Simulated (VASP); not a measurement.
# Ti (I4/mmm) in VASP: a series of runs

Ti is run at these levels: PBEsol; tasks: single point.

Program: VASP 6.6.1. These are calculated values, not measurements. Logs are shortened: lines on timing, memory, paths and dates and some standing lists are left out, and cuts for length are marked.

## 1. The cell of the first run

The structure is tetragonal, space group I4/mmm (No. 139). Conventional cell: a = 2.834 Å, b = 2.834 Å, c = 4.118 Å, α = 90.00°, β = 90.00°, γ = 90.00°. Within 3.7 Å of Ti (site symmetry 4/mmm) lie 12 Ti at 2.83 to 2.87 Å.

## 2. Single point, PBEsol (volume 16.537 Å^3 an atom, c/a of the conventional cell 1.4530)

INCAR reads:

```
SYSTEM = Ti
ALGO = Fast
EDIFF = 1E-6
ENCUT = 520
GGA = PS
ISIF = 2
ISMEAR = 0
LASPH = .TRUE.
LCHARG = .TRUE.
LELF = .TRUE.
LREAL = .FALSE.
LVHAR = .TRUE.
LWAVE = .FALSE.
NBANDS = 12
NELM = 100
PREC = Accurate
SIGMA = 0.15
```

KPOINTS reads:

```
k-points
0
G
  22 22 22
  0 0 0
```

POSCAR reads:

```
Ti
1.0
   -1.4170105461      1.4170105461      2.0589163235
    1.4170105461     -1.4170105461      2.0589163235
    1.4170105461      1.4170105461     -2.0589163235
Ti
1
Direct
    0.0000000000      0.0000000000      0.0000000000
```

Potentials or basis: VASP PAW PBE potentials, release 64 (Ti_sv).

Run with:

```sh
$ cat potpaw_PBE.64/Ti_sv/POTCAR > POTCAR
$ mpirun -np 1 vasp_std > vasp.out
```

OUTCAR:

```text
SYSTEM = Ti
   EDIFF = 1E-6
   ENCUT = 520
   GGA = PS
   ISIF = 2
   ISMEAR = 0
   LASPH = .TRUE.
   LREAL = .FALSE.
   NELM = 100
   PREC = Accurate

 ion  position               nearest neighbor table
   1  0.000  0.000  0.000-

  LATTYP: Found a body centered tetragonal cell.
 ALAT       =     2.8340210922
 C/A-ratio  =     1.4530000000

  Lattice vectors:

 A1 = (  -1.4170105461,   1.4170105461,   2.0589163235)
 A2 = (   1.4170105461,  -1.4170105461,   2.0589163235)
 A3 = (   1.4170105461,   1.4170105461,  -2.0589163235)

Analysis of symmetry for initial positions (statically):
=====================================================================
 Subroutine PRICEL returns:
 Original cell was already a primitive cell.

 Routine SETGRP: Setting up the symmetry group for a
 body centered tetragonal supercell.

 Subroutine GETGRP returns: Found 16 space group operations
 (whereof 16 operations were pure point group operations)
 out of a pool of 16 trial point group operations.

The static configuration has the point symmetry D_4h.

Analysis of symmetry for dynamics (positions and initial velocities):
=====================================================================
 Subroutine PRICEL returns:
 Original cell was already a primitive cell.

 Routine SETGRP: Setting up the symmetry group for a
 body centered tetragonal supercell.

 Subroutine GETGRP returns: Found 16 space group operations
 (whereof 16 operations were pure point group operations)
 out of a pool of 16 trial point group operations.

The dynamic configuration has the point symmetry D_4h.

 Subroutine INISYM returns: Found 16 space group operations
 (whereof 16 operations are pure point group operations),
 and found     1 'primitive' translations

----------------------------------------------------------------------------------------

                                     Primitive cell

  volume of cell :      16.5365

  direct lattice vectors                    reciprocal lattice vectors
    -1.417010546  1.417010546  2.058916324     0.000000000  0.352855525  0.242846197
     1.417010546 -1.417010546  2.058916324     0.352855525  0.000000000  0.242846197
     1.417010546  1.417010546 -2.058916324     0.352855525  0.352855525  0.000000000

  length of vectors
     2.873147090  2.873147090  2.873147090     0.428347169  0.428347169  0.499013069

  position of ions in fractional coordinates (direct lattice)
     0.000000000  0.000000000  0.000000000

[... 78 lines left out ...]
   NSW    =      0    number of steps for IOM
   IBRION =     -1    ionic relax: 0-MD 1-quasi-New 2-CG
   NFREE  =      0    steps in history (QN), initial steepest desc. (CG)
   ISIF   =      2    stress and relaxation
   ISYM   =      2    0-nonsym 1-usesym 2-fastsym
   POTIM  = 0.5000    time-step for ionic-motion
   TEBEG  =    0.0;   TEEND  =   0.0 temperature during run
   PSTRESS=    0.0 pullay stress
   NELECT =      12.0000    total number of electrons
   NUPDOWN=      -1.0000    fix difference up-down
   EMIN   =  10.00;   EMAX   =-10.00  energy-range for DOS
   EFERMI =   0.00;   METHOD = LEGACY
   ISMEAR =     0;   SIGMA  =   0.15  broadening in eV -4-tet -1-fermi 0-gaus
   EFERMI_NEDOS =   21; number of points for ismear=-14 and -15
   IALGO  =     68    algorithm
   IMIX   =      4    mixing-type and parameters
     AMIX     =   0.40;   BMIX     =  1.00
     AMIX_MAG =   1.60;   BMIX_MAG =  1.00
  volume/ion in A,a.u.               =      16.54       111.59
  Fermi-wavevector in a.u.,A,eV,Ry     =   1.471139  2.780049 29.446397  2.164249
  Thomas-Fermi vector in A             =   2.586311
   LORBIT       =      0    0 simple, 1 ext, 2 COOP (PROOUT), +10 PAW based schemes
   GGA     = PS    functional components
   LHFCALC =     F    Hartree Fock is set to
   AEXX    =    0.0000 exact exchange contribution
   IVDW    =     0    specifies the selected vdW correction
   LEPSILON=     F    determine dielectric tensor
   LRPA    =     F    only Hartree local field effects (RPA)
 non-spin polarized calculation
 RMM-DIIS sequential band-by-band and
 Gauss-broadening in eV      SIGMA  =   0.15
  energy-cutoff  :      520.00
  volume of cell :       16.54
 maximum number of plane-waves:       461
 NGX is ok and might be reduce to    24
   NGX = 11   NGY = 11   NGZ = 11

 number of electron      12.0000002 magnetization

 Free energy of the ion-electron system (eV)
  ---------------------------------------------------
  ext. energy  EPLUGINS =         0.00000000
  ---------------------------------------------------
  free energy    TOTEN  =        -8.29155336 eV

  energy without entropy =       -8.27275407  energy(sigma->0) =       -8.28215371

 E-fermi :   8.6213     XC(G=0): -11.8725

 val. band max:        8.6211324094   @ k =   0.3182  -0.0000   0.0000
 cond. band min:       8.6240803333   @ k =   0.3636   0.2273   0.1818
 fundamental gap:      0.0029479239
 Fermi energy:         8.6213446503

 k-point     1 :       0.0000    0.0000    0.0000
  band No.  band energies     occupation
      1     -47.7737      2.00000
      2     -23.6691      2.00000
      3     -23.6632      2.00000
      4     -23.6632      2.00000
      5       2.4116      2.00000
      6       9.3778      0.00000
      7       9.6084      0.00000
      8       9.6084      0.00000
      9      11.1259      0.00000
     10      11.3961      0.00000
     11      24.1746      0.00000
     12      28.3881      0.00000
[... 331 lines left out ...]
 k-point    24 :      -0.4545    0.0455   -0.0000
  band No.  band energies     occupation
      1     -47.6253      2.00000
      2     -24.4293      2.00000
      3     -23.7843      2.00000
      4     -23.7547      2.00000
      5       5.9009      2.00000
      6       9.0604      0.00003
      7       9.3423      0.00000
      8       9.5677      0.00000
      9      12.3394      0.00000
     10      12.4373      0.00000
     11      17.7314      0.00000
     12      23.5688      0.00000

 [... further k-points ...]
[... 5 lines left out ...]
  --------------------------------------------------------------------------------------
  -------------------------------------------------------------------------------------
  Total        0.1156374      0.1156374      0.0182268      0.0000000      0.0000000      0.0000000
  in kB       11.2037632     11.2037632      1.7659392      0.0000000      0.0000000      0.0000000
  external PRESSURE =       8.0578219 kB  Pullay stress =       0.0000000 kB

 VOLUME and BASIS-vectors are now :
 -----------------------------------------------------------------------------
  energy-cutoff  :      520.00
  volume of cell :       16.54
      direct lattice vectors                 reciprocal lattice vectors
    -1.417010546  1.417010546  2.058916324     0.000000000  0.352855525  0.242846197
     1.417010546 -1.417010546  2.058916324     0.352855525  0.000000000  0.242846197
     1.417010546  1.417010546 -2.058916324     0.352855525  0.352855525  0.000000000

 POSITION                                       TOTAL-FORCE (eV/Angst)
 -----------------------------------------------------------------------------------
      0.00000      0.00000      0.00000        -0.000000     -0.000000      0.000000
 -----------------------------------------------------------------------------------
    total drift:                               -0.000000      0.000000      0.000000

  FREE ENERGIE OF THE ION-ELECTRON SYSTEM (eV)
  ---------------------------------------------------
  free  energy   TOTEN  =        -8.2915533616 eV

  energy  without entropy=       -8.2727540665  energy(sigma->0) =       -8.28215371
```

stdout:

```text
POSCAR found type information on POSCAR Ti
 POSCAR found :  1 types and       1 ions
 scaLAPACK will be used
 -----------------------------------------------------------------------------
|                                                                             |
|                                                                             |
|     You enforced a specific xc type in the INCAR file but a different       |
|     I HOPE YOU KNOW WHAT YOU ARE DOING!                                     |
|                                                                             |
 -----------------------------------------------------------------------------

 LDA part: xc-table for (Slater+PW92), standard interpolation
 POSCAR, INCAR and KPOINTS ok, starting setup
 FFT: planning ... GRIDC
 FFT: planning ... GRID_SOFT
 FFT: planning ... GRID
 WAVECAR not read
 entering main loop
WARNING in EDDRMM: call to ZHEGV failed, returncode =   6  3      7
WARNING in EDDRMM: call to ZHEGV failed, returncode =   8  4     11
WARNING in EDDRMM: call to ZHEGV failed, returncode =   8  4     10
WARNING in EDDRMM: call to ZHEGV failed, returncode =   6  3      6
WARNING in EDDRMM: call to ZHEGV failed, returncode =   8  4      5
WARNING in EDDRMM: call to ZHEGV failed, returncode =   6  3      6
WARNING in EDDRMM: call to ZHEGV failed, returncode =   6  3      7
WARNING in EDDRMM: call to ZHEGV failed, returncode =   6  3      5
```

It took 88 s on 1 thread of Intel Xeon 6975P-C (Granite Rapids), shared host; peak memory 0.27 GiB.

What came out:

| Property | Result |
| --- | --- |
| Free energy | -8.2916 eV |
| Pressure | 0.8 GPa |
| Band gap on the k mesh | zero (band 6 reaches 9.46 eV, above the bottom of band 7 at 8.09 eV) |

Stress tensor (GPa, compression positive):
```
1.12 0.00 0.00
0.00 1.12 0.00
0.00 0.00 0.18
```

Levels at points of the mesh, in eV from the Fermi level:
| k point | band 4 | band 5 | band 6 | band 7 | band 8 | band 9 |
| --- | --- | --- | --- | --- | --- | --- |
| (0.00, 0.00, 0.00) | -32.28 | -6.21 | 0.76 | 0.99 | 0.99 | 2.50 |
| (0.50, 0.00, 0.00) | -32.37 | -2.71 | 0.65 | 0.78 | 0.90 | 3.76 |
| (0.50, 0.50, 0.00) | -32.56 | -2.75 | -1.86 | 3.25 | 3.78 | 4.03 |
| (0.50, 0.50, 0.50) | -32.54 | -2.77 | -1.81 | 2.73 | 3.80 | 4.11 |

Caveat: the PAW data sets were made with another functional, which shifts forces and pressure a little.

## 3. Single point, PBEsol (volume 17.418 Å^3 an atom, c/a of the conventional cell 1.4530)

INCAR reads:

```
ALGO = Fast
EDIFF = 1E-6
ENCUT = 520
GGA = PS
ISIF = 2
ISMEAR = 0
LASPH = T
LCHARG = F
LREAL = F
LWAVE = F
NBANDS = 12
NELM = 100
PREC = Accurate
SIGMA = 0.15
```

KPOINTS reads:

```
k-points
0
Gamma
  22 22 22
```

POSCAR reads:

```
Ti
1.0
   -1.4417530988      1.4417530988      2.0948672526
    1.4417530988     -1.4417530988      2.0948672526
    1.4417530988      1.4417530988     -2.0948672526
Ti
1
Direct
    0.0000000000      0.0000000000      0.0000000000
```

Potentials or basis: VASP PAW PBE potentials, release 64 (Ti_sv).

Run with:

```sh
$ cat potpaw_PBE.64/Ti_sv/POTCAR > POTCAR
$ mpirun -np 1 vasp_std > vasp.out
```

Run time: 90 s. Hardware: 1 thread of Intel Xeon 6975P-C (Granite Rapids), shared host; peak memory 0.28 GiB.

It converged, with:

```
Free energy            : -8.2803 eV
Pressure               : -4.8 GPa
Band gap on the k mesh : zero (band 6 reaches 8.87 eV, above the bottom of band 7 at 7.57 eV)
```

Stress tensor (GPa, compression positive):
```
-4.47  0.00  0.00
 0.00 -4.47  0.00
 0.00  0.00 -5.39
```

Levels at points of the mesh, in eV from the Fermi level:
| k point | band 4 | band 5 | band 6 | band 7 | band 8 | band 9 |
| --- | --- | --- | --- | --- | --- | --- |
| (0.00, 0.00, 0.00) | -32.44 | -6.09 | 0.73 | 0.95 | 0.95 | 2.36 |
| (0.50, 0.00, 0.00) | -32.51 | -2.59 | 0.64 | 0.64 | 0.87 | 3.53 |
| (0.50, 0.50, 0.00) | -32.67 | -2.57 | -1.72 | 3.00 | 3.55 | 3.78 |
| (0.50, 0.50, 0.50) | -32.65 | -2.58 | -1.66 | 2.50 | 3.57 | 3.85 |

Caveat: the PAW data sets were made with another functional, which shifts forces and pressure a little.

(Part 1 of 2 ends here.)
